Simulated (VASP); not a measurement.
Wanted: the native input for a VASP 6.6.1 run.

```yaml
Task: single point
Functional: PBE
Potentials_or_basis: VASP PAW PBE potentials, release 64 (Si, W_sv, S, N)
Cutoff: 520 eV
k_mesh: 10 × 10 × 10
Occupations: gaussian, width 0.1 eV
Spin: collinear spin, ferrimagnetic start
Starting_moments: "[0.0, 2.31, 0.0, 0.0, -0.45] μB"
Dipole_correction: no
Further_INCAR_settings: ALGO = Normal; EDIFF = 1e-07; NBANDS = 30
```

The structure of SiWS2N lies in POSCAR:

```
SiWS2N
1.0
    4.7256811680      0.0000000000      0.0000000000
    0.0000000000      4.7256811680      0.0000000000
    0.0000000000      0.0000000000      3.2356383649
Si W S N
1 1 2 1
Direct
    0.0000000000      0.0000000000      0.0000000000
    0.5000000000      0.5000000000      0.5000000000
    0.5000000000      0.0000000000      0.0000000000
    0.0000000000      0.5000000000      0.0000000000
    0.0000000000      0.0000000000      0.5000000000
```

One way to write it, as run:

INCAR

```
SYSTEM = SiWS2N
PREC = Accurate
ENCUT = 520
EDIFF = 1E-7
ISMEAR = 0
SIGMA = 0.1
LREAL = .False.
LASPH = .True.
NELM = 150
ALGO = Normal
ISIF = 2
LWAVE = .False.
LCHARG = .False.
ISPIN = 2
MAGMOM = 0 2.31 0 0 -0.45
LORBIT = 11
LMAXMIX = 4
GGA = PE
NBANDS = 30
```

KPOINTS

```
regular mesh
0
Gamma
  10 10 10
  0 0 0
```

Potentials or basis: VASP PAW PBE potentials, release 64 (Si, W_sv, S, N).

Run with:

```sh
$ cat potpaw_PBE.64/Si/POTCAR potpaw_PBE.64/W_sv/POTCAR potpaw_PBE.64/S/POTCAR potpaw_PBE.64/N/POTCAR > POTCAR
$ mpirun -np 1 vasp_std > vasp.out
```

Results of the run:

```
Pressure                                              : -0.1 GPa
Net moment                                            : 2.23 μB per cell
Site moments                                          : Si +0.02; W +1.79; S -0.07; N +0.07 μB
Valence electrons inside the program's atomic spheres : Si 1.64; W 11.55; S 3.67; N 3.91
```

It took 4.2 min on 1 thread of Intel(R) Xeon(R) 6975P-C (Granite Rapids), with other jobs on the host, peak memory 0.51 GiB.
